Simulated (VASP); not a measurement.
# AlRu (P4/mmm) in VASP: notebook

The runs below take AlRu through single point, with PBEsol.

Everything below comes from runs of VASP 6.6.1. Logs are shortened: lines on timing, memory, paths and dates and some standing lists are left out, and cuts for length are marked.

## (1) The cell of the first run

It takes space group P4/mmm (No. 123, tetragonal). Conventional cell: a = 2.992 Å, b = 2.992 Å, c = 3.036 Å, α = 90.00°, β = 90.00°, γ = 90.00°. Al (site symmetry 4/mmm) has 8 Ru at 2.60 Å and 6 Al at 2.99 to 3.04 Å within 3.4 Å. Within 3.4 Å of Ru (site symmetry 4/mmm) lie 8 Al at 2.60 Å and 6 Ru at 2.99 to 3.04 Å.

## (2) Single point, PBEsol (strain +0.0150 x Voigt [1, 0, 0, 0, 0, 0])

File INCAR:

```
SYSTEM = AlRu
PREC = Accurate ; ENCUT = 520
EDIFF = 1E-6 ; ISMEAR = 0
SIGMA = 0.15 ; LREAL = .FALSE.
LASPH = .TRUE. ; NELM = 60
ALGO = Fast ; ISIF = 2
LWAVE = .FALSE. ; LCHARG = .FALSE.
GGA = PS ; NBANDS = 16
```

File KPOINTS:

```
regular mesh
0
G
  16 16 16
  0 0 0
```

File POSCAR:

```
AlRu
1.0
    3.0364740000      0.0000000000      0.0000000000
    0.0000000000      2.9916000000      0.0000000000
    0.0000000000      0.0000000000      2.9916000000
Al Ru
1 1
Direct
    0.0000000000      0.0000000000      0.0000000000
    0.5000000000      0.5000000000      0.5000000000
```

Potentials or basis: VASP PAW PBE potentials, release 64 (Al, Ru_pv).

Launch:

```
$ cat potpaw_PBE.64/Al/POTCAR potpaw_PBE.64/Ru_pv/POTCAR > POTCAR
$ mpirun -np 1 vasp_std > vasp.out
```

OUTCAR:

```text
SYSTEM = AlRu
   PREC = Accurate
   ENCUT = 520
   EDIFF = 1E-6
   ISMEAR = 0
   LREAL = .FALSE.
   LASPH = .TRUE.
   NELM = 60
   ISIF = 2
   GGA = PS

 ion  position               nearest neighbor table
   1  0.000  0.000  0.000-   2 2.60   2 2.60   2 2.60   2 2.60   2 2.60   2 2.60   2 2.60   2 2.60

   2  0.500  0.500  0.500-   1 2.60   1 2.60   1 2.60   1 2.60   1 2.60   1 2.60   1 2.60   1 2.60

  LATTYP: Found a simple tetragonal cell.
 ALAT       =     2.9916000000
 C/A-ratio  =     1.0150000000

  Lattice vectors:

 A1 = (   0.0000000000,   2.9916000000,   0.0000000000)
 A2 = (   0.0000000000,   0.0000000000,   2.9916000000)
 A3 = (   3.0364740000,   0.0000000000,   0.0000000000)

Analysis of symmetry for initial positions (statically):
=====================================================================
 Subroutine PRICEL returns:
 Original cell was already a primitive cell.

 Routine SETGRP: Setting up the symmetry group for a
 simple tetragonal supercell.

 Subroutine GETGRP returns: Found 16 space group operations
 (whereof 16 operations were pure point group operations)
 out of a pool of 16 trial point group operations.

The static configuration has the point symmetry D_4h.

Analysis of symmetry for dynamics (positions and initial velocities):
=====================================================================
 Subroutine PRICEL returns:
 Original cell was already a primitive cell.

 Routine SETGRP: Setting up the symmetry group for a
 simple tetragonal supercell.

 Subroutine GETGRP returns: Found 16 space group operations
 (whereof 16 operations were pure point group operations)
 out of a pool of 16 trial point group operations.

The dynamic configuration has the point symmetry D_4h.

 Subroutine INISYM returns: Found 16 space group operations
 (whereof 16 operations are pure point group operations),
 and found     1 'primitive' translations

----------------------------------------------------------------------------------------

                                     Primitive cell

  volume of cell :      27.1754

  direct lattice vectors                    reciprocal lattice vectors
     3.036474000  0.000000000  0.000000000     0.329329347  0.000000000  0.000000000
     0.000000000  2.991600000  0.000000000     0.000000000  0.334269287  0.000000000
     0.000000000  0.000000000  2.991600000     0.000000000  0.000000000  0.334269287

  length of vectors
     3.036474000  2.991600000  2.991600000     0.329329347  0.334269287  0.334269287

  position of ions in fractional coordinates (direct lattice)
     0.000000000  0.000000000  0.000000000
     0.500000000  0.500000000  0.500000000

  ion indices of the primitive-cell ions
   primitive index   ion index
                 1           1
                 2           2

----------------------------------------------------------------------------------------

 KPOINTS: regular mesh

Automatic generation of k-mesh.
 Grid dimensions read from file:
 generate k-points for:   16   16   16

 Generating k-lattice:

  Cartesian coordinates                     Fractional coordinates (reciprocal lattice)
     0.020583084  0.000000000  0.000000000     0.062500000  0.000000000  0.000000000
     0.000000000  0.020891830  0.000000000     0.000000000  0.062500000  0.000000000
     0.000000000  0.000000000  0.020891830     0.000000000  0.000000000  0.062500000

  Length of vectors
     0.020583084  0.020891830  0.020891830

  Shift w.r.t. Gamma in fractional coordinates (k-lattice)
     0.000000000  0.000000000  0.000000000

 Subroutine IBZKPT returns following result:
 ===========================================

 Found    405 irreducible k-points:

 Following reciprocal coordinates:
            Coordinates               Weight
  0.000000  0.000000  0.000000      1.000000
  0.062500  0.000000  0.000000      2.000000
  0.125000  0.000000  0.000000      2.000000
  0.187500  0.000000  0.000000      2.000000
  0.250000  0.000000  0.000000      2.000000
  0.312500  0.000000  0.000000      2.000000
[... 16 lines left out ...]
  0.250000  0.125000  0.000000      8.000000
  0.312500  0.125000  0.000000      8.000000
 [... further k-points ...]
   k-points           NKPTS =    405   k-points in BZ     NKDIM =    405   number of bands    NBANDS=     16
   number of dos      NEDOS =    301   number of ions     NIONS =      2
   total plane-waves  NPLWV =  13824
   dimension x,y,z NGX =    24 NGY =   24 NGZ =   24
   dimension x,y,z NGXF=    48 NGYF=   48 NGZF=   48
   ions per type =               1   1
   NGX,Y,Z   is equivalent  to a cutoff of  13.14, 13.34, 13.34 a.u.
   NGXF,Y,Z  is equivalent  to a cutoff of  26.28, 26.67, 26.67 a.u.
 SYSTEM =  AlRu
   PREC   = accura    normal or accurate (medium, high low for compatibility)
   ISTART =      0    job   : 0-new  1-cont  2-samecut
   ICHARG =      2    charge: 1-file 2-atom 10-const
   ISPIN  =      1    spin polarized calculation?
   LNONCOLLINEAR =      F non collinear calculations
   LSORBIT =      F    spin-orbit coupling
   LASPH  =      T    aspherical Exc in radial PAW
   ENCUT  =  520.0 eV  38.22 Ry    6.18 a.u.   5.65  5.56  5.56*2*pi/ulx,y,z
   NELM   =     60;   NELMIN=  2; NELMDL= -5     # of ELM steps
   EDIFF  = 0.1E-05   stopping-criterion for ELM
   LREAL  =      F    real-space projection
   EDIFFG = 0.1E-04   stopping-criterion for IOM
   NSW    =      0    number of steps for IOM
   IBRION =     -1    ionic relax: 0-MD 1-quasi-New 2-CG
   NFREE  =      0    steps in history (QN), initial steepest desc. (CG)
   ISIF   =      2    stress and relaxation
   ISYM   =      2    0-nonsym 1-usesym 2-fastsym
   POTIM  = 0.5000    time-step for ionic-motion
   TEBEG  =    0.0;   TEEND  =   0.0 temperature during run
   PSTRESS=    0.0 pullay stress
   NELECT =      17.0000    total number of electrons
   NUPDOWN=      -1.0000    fix difference up-down
   EMIN   =  10.00;   EMAX   =-10.00  energy-range for DOS
   EFERMI =   0.00;   METHOD = LEGACY
   ISMEAR =     0;   SIGMA  =   0.15  broadening in eV -4-tet -1-fermi 0-gaus
   EFERMI_NEDOS =   21; number of points for ismear=-14 and -15
   IALGO  =     68    algorithm
   IMIX   =      4    mixing-type and parameters
     AMIX     =   0.40;   BMIX     =  1.00
     AMIX_MAG =   1.60;   BMIX_MAG =  1.00
  volume/ion in A,a.u.               =      13.59        91.69
  Fermi-wavevector in a.u.,A,eV,Ry     =   1.400121  2.645845 26.672032  1.960339
  Thomas-Fermi vector in A             =   2.523113
   LORBIT       =      0    0 simple, 1 ext, 2 COOP (PROOUT), +10 PAW based schemes
   GGA     = PS    functional components
   LHFCALC =     F    Hartree Fock is set to
   AEXX    =    0.0000 exact exchange contribution
   IVDW    =     0    specifies the selected vdW correction
   LEPSILON=     F    determine dielectric tensor
   LRPA    =     F    only Hartree local field effects (RPA)
 non-spin polarized calculation
 RMM-DIIS sequential band-by-band and
 Gauss-broadening in eV      SIGMA  =   0.15
  energy-cutoff  :      520.00
  volume of cell :       27.18
 maximum number of plane-waves:       751
 NGX is ok and might be reduce to    24
   NGX = 11   NGY = 11   NGZ = 11

 number of electron      16.9999997 magnetization

 Free energy of the ion-electron system (eV)
  ---------------------------------------------------
  ext. energy  EPLUGINS =         0.00000000
  ---------------------------------------------------
  free energy    TOTEN  =       -15.50965717 eV

  energy without entropy =      -15.49022879  energy(sigma->0) =      -15.49994298

 E-fermi :  10.4072     XC(G=0): -12.6104

 val. band max:       10.4066668670   @ k =   0.3125   0.1250   0.0625
 cond. band min:      10.4081925012   @ k =   0.3750   0.3750   0.3125
 fundamental gap:      0.0015256342
 Fermi energy:        10.4072052870

 k-point     1 :       0.0000    0.0000    0.0000
  band No.  band energies     occupation
      1     -31.3281      2.00000
      2     -31.3114      2.00000
      3     -31.3114      2.00000
      4       0.7921      2.00000
      5       6.8735      2.00000
      6       6.8804      2.00000
[... 8 lines left out ...]
     15      22.3938      0.00000
     16      25.1933      0.00000

 k-point     2 :       0.0625    0.0000    0.0000
  band No.  band energies     occupation
      1     -31.3351      2.00000
      2     -31.3109      2.00000
      3     -31.3109      2.00000
      4       0.8651      2.00000
      5       6.8950      2.00000
      6       6.9051      2.00000
[... 8 lines left out ...]
     15      22.3941      0.00000
     16      25.3997      0.00000

 k-point     3 :       0.1250    0.0000    0.0000
  band No.  band energies     occupation
      1     -31.3549      2.00000
      2     -31.3092      2.00000
      3     -31.3092      2.00000
      4       1.0818      2.00000
      5       6.9440      2.00000
      6       6.9767      2.00000
[... 8 lines left out ...]
     15      22.3975      0.00000
     16      26.0673      0.00000

 k-point     4 :       0.1875    0.0000    0.0000
  band No.  band energies     occupation
      1     -31.3844      2.00000
      2     -31.3068      2.00000
      3     -31.3068      2.00000
      4       1.4349      2.00000
      5       6.9715      2.00000
      6       7.0875      2.00000
[... 8 lines left out ...]
     15      22.7575      0.00000
     16      27.2265      0.00000
[... 324 lines left out ...]
 k-point    22 :       0.1875    0.1250    0.0000
  band No.  band energies     occupation
      1     -31.3814      2.00000
      2     -31.3373      2.00000
      3     -31.3042      2.00000
      4       1.7156      2.00000
      5       7.0828      2.00000
      6       7.2034      2.00000
[... 8 lines left out ...]
     15      23.4153      0.00000
     16      26.6904      0.00000

 k-point    23 :       0.2500    0.1250    0.0000
  band No.  band energies     occupation
      1     -31.4159      2.00000
      2     -31.3343      2.00000
      3     -31.3013      2.00000
      4       2.1792      2.00000
      5       7.0052      2.00000
      6       7.3432      2.00000
[... 8 lines left out ...]
     15      24.0582      0.00000
     16      25.5525      0.00000

 k-point    24 :       0.3125    0.1250    0.0000
  band No.  band energies     occupation
      1     -31.4501      2.00000
      2     -31.3312      2.00000
      3     -31.2984      2.00000
      4       2.7467      2.00000
      5       6.7187      2.00000
      6       7.4945      2.00000
[... 8 lines left out ...]
     15      24.2779      0.00000
     16      24.6629      0.00000

 [... further k-points ...]
[... 5 lines left out ...]
  --------------------------------------------------------------------------------------
  -------------------------------------------------------------------------------------
  Total       -1.3169613     -0.9117800     -0.9117800      0.0000000      0.0000000      0.0000000
  in kB      -77.6438356    -53.7556393    -53.7556393      0.0000000      0.0000000      0.0000000
  external PRESSURE =     -61.7183714 kB  Pullay stress =       0.0000000 kB

 VOLUME and BASIS-vectors are now :
 -----------------------------------------------------------------------------
  energy-cutoff  :      520.00
  volume of cell :       27.18
      direct lattice vectors                 reciprocal lattice vectors
     3.036474000  0.000000000  0.000000000     0.329329347  0.000000000  0.000000000
     0.000000000  2.991600000  0.000000000     0.000000000  0.334269287  0.000000000
     0.000000000  0.000000000  2.991600000     0.000000000  0.000000000  0.334269287

 POSITION                                       TOTAL-FORCE (eV/Angst)
 -----------------------------------------------------------------------------------
      0.00000      0.00000      0.00000         0.000000      0.000000      0.000000
      1.51824      1.49580      1.49580         0.000000      0.000000      0.000000
 -----------------------------------------------------------------------------------
    total drift:                                0.000000     -0.000000     -0.000000

  FREE ENERGIE OF THE ION-ELECTRON SYSTEM (eV)
  ---------------------------------------------------
  free  energy   TOTEN  =       -15.5096571712 eV

  energy  without entropy=      -15.4902287855  energy(sigma->0) =      -15.49994298
```

Run time: 2 min. Hardware: 1 thread of Intel Xeon 8259CL, shared host; peak memory 0.28 GiB.

What came out:

```
Free energy            : -15.5097 eV
Pressure               : -6.2 GPa
Band gap on the k mesh : zero (an odd number of electrons rules out a gap without spin polarisation)
```

Stress tensor (GPa, compression positive):
```
-7.76  0.00  0.00
 0.00 -5.38  0.00
 0.00  0.00 -5.38
```

Caveat: the cell differs from its parent crystal (strain +0.0150 x Voigt [1, 0, 0, 0, 0, 0]); the cell stands under tension; the PAW data sets were made with another functional, which shifts forces and pressure a little.

(Continued in part 2 of 2.)
